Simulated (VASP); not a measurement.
# B8N7 (a cell with a defect) in VASP: a series of runs, part 2 of 2

VASP 6.6.1. Earlier steps stand in the parts before.

### Step 3. Single point, PBE (atom 14 moved -0.125 of the way to it and -0.125 Å across, host rigid)

The input, INCAR:

```
SYSTEM = B8N7
  PREC = Accurate
  ENCUT = 520
  EDIFF = 1E-7
  ISMEAR = 0
  SIGMA = 0.05
  LREAL = Auto
  LASPH = .TRUE.
  NELM = 80
  ALGO = Normal
  ISIF = 2
  LWAVE = .FALSE.
  LCHARG = .TRUE.
  GGA = PE
  LELF = .TRUE.
  LVHAR = .TRUE.
  NBANDS = 42
  NELECT = 56.0
```

The input, KPOINTS:

```
regular mesh
0
G
  6 6 6
  0 0 0
```

The input, POSCAR:

```
B8N7
1.0
    0.0000000000      0.0000000000     -5.0982823342
    4.4227374162      0.0000000000     -2.5491411671
    0.0000000000     -4.4227374162     -2.5491411671
B N
8 7
Direct
    0.5757144903      0.1742855097      0.1742855097
    0.0757144903      0.1742855097      0.1742855097
    0.5000000000      0.3257144903      0.6742855097
    0.0000000000      0.3257144903      0.6742855097
    0.5000000000      0.6742855097      0.3257144903
    0.0000000000      0.6742855097      0.3257144903
    0.9242855097      0.8257144903      0.8257144903
    0.4242855097      0.8257144903      0.8257144903
    0.7500000000      0.8126165678      0.1873834322
    0.6873834322      0.3126165678      0.3126165678
    0.1873834322      0.3126165678      0.3126165678
    0.3126165678      0.6873834322      0.6873834322
    0.8126165678      0.6873834322      0.6873834322
    0.2300150135      0.2542142767      0.7857556963
    0.7500000000      0.1873834322      0.8126165678
```

Potentials or basis: VASP PAW PBE potentials, release 64 (B, N).

Started as:

```bash
> cat potpaw_PBE.64/B/POTCAR potpaw_PBE.64/N/POTCAR > POTCAR
> mpirun -np 1 vasp_std > vasp.out
```

OUTCAR:

```text
SYSTEM = B8N7
   PREC = Accurate
   ENCUT = 520
   EDIFF = 1E-7
   ISMEAR = 0
   LREAL = Auto
   LASPH = .TRUE.
   NELM = 80
   ISIF = 2
   GGA = PE
   NELECT = 56.0

 ion  position               nearest neighbor table
   1  0.576  0.174  0.174-  10 1.54  11 1.54   9 1.60  15 1.60
   2  0.076  0.174  0.174-  10 1.54  11 1.54  14 1.75
   3  0.500  0.326  0.674-  14 1.40  15 1.54  10 1.60  12 1.60
   4  0.000  0.326  0.674-  14 1.40  15 1.54  11 1.60  13 1.60
   5  0.500  0.674  0.326-   9 1.54  10 1.60  12 1.60
   6  0.000  0.674  0.326-   9 1.54  11 1.60  13 1.60
   7  0.924  0.826  0.826-  12 1.54  13 1.54   9 1.60  15 1.60
   8  0.424  0.826  0.826-  12 1.54  13 1.54  14 1.90
   9  0.750  0.813  0.187-   5 1.54   6 1.54   1 1.60   7 1.60
  10  0.687  0.313  0.313-   1 1.54   2 1.54   3 1.60   5 1.60
  11  0.187  0.313  0.313-   1 1.54   2 1.54   4 1.60   6 1.60
  12  0.313  0.687  0.687-   7 1.54   8 1.54   3 1.60   5 1.60
  13  0.813  0.687  0.687-   7 1.54   8 1.54   4 1.60   6 1.60
  14  0.230  0.254  0.786-   3 1.40   4 1.40   2 1.75   8 1.90
  15  0.750  0.187  0.813-   3 1.54   4 1.54   1 1.60   7 1.60

  LATTYP: Found a body centered tetragonal cell.
 ALAT       =     6.2546952368
 C/A-ratio  =     0.8151128298

  Lattice vectors:

 A1 = (   4.4227374162,   0.0000000000,   2.5491411671)
 A2 = (  -4.4227374162,   0.0000000000,   2.5491411671)
 A3 = (   0.0000000000,  -4.4227374162,  -2.5491411671)

Analysis of symmetry for initial positions (statically):
=====================================================================
 Subroutine PRICEL returns:
 Original cell was already a primitive cell.

 Routine SETGRP: Setting up the symmetry group for a
 body centered tetragonal supercell.

 Subroutine GETGRP returns: Found  2 space group operations
 (whereof  1 operations were pure point group operations)
 out of a pool of 16 trial point group operations.

The static configuration has the point symmetry C_1 .
 The point group associated with its full space group is C_1h.

Analysis of symmetry for dynamics (positions and initial velocities):
=====================================================================
 Subroutine PRICEL returns:
 Original cell was already a primitive cell.

 Routine SETGRP: Setting up the symmetry group for a
 body centered tetragonal supercell.

 Subroutine GETGRP returns: Found  2 space group operations
 (whereof  1 operations were pure point group operations)
 out of a pool of 16 trial point group operations.

The dynamic configuration has the point symmetry C_1 .
 The point group associated with its full space group is C_1h.

 Subroutine INISYM returns: Found  2 space group operations
 (whereof  1 operations are pure point group operations),
 and found     1 'primitive' translations

----------------------------------------------------------------------------------------

                                     Primitive cell

  volume of cell :      99.7255

  direct lattice vectors                    reciprocal lattice vectors
     0.000000000  0.000000000 -5.098282334    -0.113052156  0.113052156 -0.196144492
     4.422737416  0.000000000 -2.549141167     0.226104312  0.000000000  0.000000000
     0.000000000 -4.422737416 -2.549141167     0.000000000 -0.226104312  0.000000000

  length of vectors
[... 98 lines left out ...]
 SYSTEM =  B8N7
   PREC   = accura    normal or accurate (medium, high low for compatibility)
   ISTART =      0    job   : 0-new  1-cont  2-samecut
   ICHARG =      2    charge: 1-file 2-atom 10-const
   ISPIN  =      1    spin polarized calculation?
   LNONCOLLINEAR =      F non collinear calculations
   LSORBIT =      F    spin-orbit coupling
   LASPH  =      T    aspherical Exc in radial PAW
   ENCUT  =  520.0 eV  38.22 Ry    6.18 a.u.   9.48  9.49  9.49*2*pi/ulx,y,z
   NELM   =     80;   NELMIN=  2; NELMDL= -5     # of ELM steps
   EDIFF  = 0.1E-06   stopping-criterion for ELM
   LREAL  =      T    real-space projection
   EDIFFG = 0.1E-05   stopping-criterion for IOM
   NSW    =      0    number of steps for IOM
   IBRION =     -1    ionic relax: 0-MD 1-quasi-New 2-CG
   NFREE  =      0    steps in history (QN), initial steepest desc. (CG)
   ISIF   =      2    stress and relaxation
   ISYM   =      2    0-nonsym 1-usesym 2-fastsym
   POTIM  = 0.5000    time-step for ionic-motion
   TEBEG  =    0.0;   TEEND  =   0.0 temperature during run
   PSTRESS=    0.0 pullay stress
   NELECT =      56.0000    total number of electrons
   NUPDOWN=      -1.0000    fix difference up-down
   EMIN   =  10.00;   EMAX   =-10.00  energy-range for DOS
   EFERMI =   0.00;   METHOD = LEGACY
   ISMEAR =     0;   SIGMA  =   0.05  broadening in eV -4-tet -1-fermi 0-gaus
   EFERMI_NEDOS =   21; number of points for ismear=-14 and -15
   IALGO  =     38    algorithm
   IMIX   =      4    mixing-type and parameters
     AMIX     =   0.40;   BMIX     =  1.00
     AMIX_MAG =   1.60;   BMIX_MAG =  1.00
  volume/ion in A,a.u.               =       6.65        44.87
  Fermi-wavevector in a.u.,A,eV,Ry     =   1.350627  2.552315 24.819658  1.824193
  Thomas-Fermi vector in A             =   2.478116
   LORBIT       =      0    0 simple, 1 ext, 2 COOP (PROOUT), +10 PAW based schemes
   GGA     = PE    functional components
   LHFCALC =     F    Hartree Fock is set to
   AEXX    =    0.0000 exact exchange contribution
   IVDW    =     0    specifies the selected vdW correction
   LEPSILON=     F    determine dielectric tensor
   LRPA    =     F    only Hartree local field effects (RPA)
 non-spin polarized calculation
 Gauss-broadening in eV      SIGMA  =   0.05
  energy-cutoff  :      520.00
  volume of cell :       99.73
 maximum number of plane-waves:      2710
 NGX is ok and might be reduce to    40
   NGX = 19   NGY = 19   NGZ = 19

 number of electron      56.0000002 magnetization

 Free energy of the ion-electron system (eV)
  ---------------------------------------------------
  ext. energy  EPLUGINS =         0.00000000
  ---------------------------------------------------
  free energy    TOTEN  =      -140.89019131 eV

  energy without entropy =     -140.88720709  energy(sigma->0) =     -140.88869920

 E-fermi :   5.0436     XC(G=0): -11.8602

 val. band max:        5.0241812808   @ k =  -0.1667   0.1667   0.1667
 cond. band min:       5.0469705253   @ k =   0.3333   0.3333   0.0000
 fundamental gap:      0.0227892445
 Fermi energy:         5.0436204570

 k-point     1 :       0.0000    0.0000    0.0000
  band No.  band energies     occupation
      1     -13.4685      2.00000
      2     -10.0692      2.00000
      3     -10.0012      2.00000
      4      -9.8662      2.00000
      5      -9.3179      2.00000
      6      -8.7502      2.00000
[... 1021 lines left out ...]
     39      15.0522      0.00000
     40      15.4960      0.00000

 [... further k-points ...]

 [bands above 40 left out]

------------------------ aborting loop because EDIFF is reached ----------------------------------------

  FORCE on cell =-STRESS in cart. coord.  units (eV):
  Direction    XX          YY          ZZ          XY          YZ          ZX
  --------------------------------------------------------------------------------------
  -------------------------------------------------------------------------------------
  Total      -35.5032004    -36.4909199    -30.0295295      0.5573242      0.0000000      0.0000000
  in kB     -570.3899868   -586.2585650   -482.4506728      8.9539011      0.0000000      0.0000000
  external PRESSURE =    -546.3664082 kB  Pullay stress =       0.0000000 kB

 VOLUME and BASIS-vectors are now :
 -----------------------------------------------------------------------------
  energy-cutoff  :      520.00
  volume of cell :       99.73
      direct lattice vectors                 reciprocal lattice vectors
     0.000000000  0.000000000 -5.098282334    -0.113052156  0.113052156 -0.196144492
     4.422737416  0.000000000 -2.549141167     0.226104312  0.000000000  0.000000000
     0.000000000 -4.422737416 -2.549141167     0.000000000 -0.226104312  0.000000000

 POSITION                                       TOTAL-FORCE (eV/Angst)
 -----------------------------------------------------------------------------------
      0.77082     -0.77082     -3.82371        -0.414705     -0.509494      0.000000
      0.77082     -0.77082     -1.27457         3.674190      1.082731      0.000000
      1.44055     -2.98219     -5.09828         0.413517      0.795508     -2.848018
      1.44055     -2.98219     -2.54914         0.413517      0.795508      2.848018
      2.98219     -1.44055     -5.09828        -1.275107     -1.088249     -3.316418
      2.98219     -1.44055     -2.54914        -1.275107     -1.088249      3.316418
      3.65192     -3.65192     -8.92199        -0.103380     -0.486608      0.000000
      3.65192     -3.65192     -6.37285        -0.336543      2.868842      0.000000
      3.59399     -0.82875     -6.37285         0.253831      0.184341      0.000000
      1.38262     -1.38262     -5.09828        -0.624358      1.664778      0.003697
      1.38262     -1.38262     -2.54914        -0.624358      1.664778     -0.003697
      3.04012     -3.04012     -5.09828         2.605648     -0.531466     -0.399908
      3.04012     -3.04012     -7.64742         2.605648     -0.531466      0.399908
      1.12432     -3.47519     -3.82371        -5.845196     -5.557012     -0.000000
      0.82875     -3.59399     -6.37285         0.532401      0.736058      0.000000
 -----------------------------------------------------------------------------------
    total drift:                               -0.000564     -0.000356      0.000000

  FREE ENERGIE OF THE ION-ELECTRON SYSTEM (eV)
  ---------------------------------------------------
  free  energy   TOTEN  =      -140.8901913079 eV

  energy  without entropy=     -140.8872070890  energy(sigma->0) =     -140.88869920
```

Run time: 16 min. Hardware: 1 thread of Intel Xeon Platinum 8375C at 2.90GHz (Ice Lake), shared host; peak memory 0.34 GiB.

What came out:

```
Free energy   : -140.8902 eV
Largest force : 8.065 eV/Å
```

Forces in eV/Å, atoms in the order of the input:
```
B   -0.415 -0.509  0.000
B    3.674  1.083  0.000
B    0.414  0.796 -2.848
B    0.414  0.796  2.848
B   -1.275 -1.088 -3.316
B   -1.275 -1.088  3.316
B   -0.103 -0.487  0.000
B   -0.337  2.869  0.000
N    0.254  0.184  0.000
N   -0.624  1.665  0.004
N   -0.624  1.665 -0.004
N    2.606 -0.531 -0.400
N    2.606 -0.531  0.400
N   -5.845 -5.557  0.000
N    0.532  0.736  0.000
```

Caveat: the cell carries a net charge on a neutralising background, which shifts energy and pressure; the cell differs from its parent crystal (atom 14 moved -0.125 of the way to it and -0.125 Å across, host rigid); the cell is charged against a uniform background, so pressure and absolute levels hang on convention.
